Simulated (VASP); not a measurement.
**Al: single point with PBE+D3(BJ)**

The system is Al.

```
CELL_PARAMETERS angstrom
2.81442 0.00000 0.00000
-1.40721 2.43736 0.00000
0.00000 0.00000 9.24105
ATOMIC_POSITIONS crystal
Al 0.00000 0.00000 0.00000
Al 0.30461 0.60923 0.25000
Al 0.00000 0.00000 0.50000
Al 0.66667 0.33333 0.75000
```

This cell differs from its parent crystal: atom 2 (Al) moved by -0.140 Å along [1 2 0] and +0.000 Å along [0 0 1].

- Program: VASP 6.6.1
- Task: single point
- Functional: PBE
- Dispersion: D3(BJ)
- Potentials or basis: VASP PAW PBE potentials, release 64 (Al)
- Cutoff: 520 eV
- k mesh: 18 × 18 × 4
- Occupations: gaussian, width 0.15 eV
- Spin: no spin polarisation
- Dipole correction: no
- Further INCAR settings: ALGO = Fast; EDIFF = 1e-06; NBANDS = 14

```yaml
Pressure: 0.1 GPa
Largest_force: 0.204 eV/Å
Band_gap_on_the_k_mesh: zero (band 6 reaches 12.37 eV, above the bottom of band 7 at 6.83 eV)
Dispersion_energy_per_atom: -0.351 eV
```

Forces on the atoms (eV/Å):
```
Al   0.000 -0.096 -0.023
Al   0.000  0.204  0.000
Al   0.000 -0.096  0.023
Al   0.000 -0.012  0.000
```

Stress tensor (GPa, compression positive):
```
-0.23  0.00  0.00
 0.00  0.05  0.00
 0.00  0.00  0.52
```

Levels at points of the mesh, in eV from the Fermi level:
| k point | band 4 | band 5 | band 6 | band 7 | band 8 | band 9 |
| --- | --- | --- | --- | --- | --- | --- |
| (0.00, 0.00, 0.00) | -4.75 | -4.47 | 3.45 | 3.46 | 11.07 | 11.12 |
| (0.50, 0.00, 0.00) | -3.92 | -3.36 | -3.28 | 0.81 | 1.33 | 1.34 |
| (0.00, 0.50, 0.00) | -3.98 | -3.28 | -3.23 | 0.88 | 1.21 | 1.43 |
| (0.00, 0.00, 0.50) | -7.54 | -0.93 | -0.93 | 8.38 | 8.40 | 11.42 |
| (0.50, 0.00, 0.50) | -4.85 | -1.90 | -1.89 | -1.18 | -1.17 | 4.65 |
| (0.00, 0.50, 0.50) | -4.87 | -1.83 | -1.80 | -1.24 | -1.21 | 4.68 |

It took 6.4 min on 1 thread of AMD EPYC 7R13, with other jobs on the host, peak memory 0.29 GiB.

Caveat: the cell differs from its parent crystal (atom 2 (Al) moved by -0.140 Å along [1 2 0] and +0.000 Å along [0 0 1]); pairwise dispersion overbinds metals, which lowers pressure and volume.
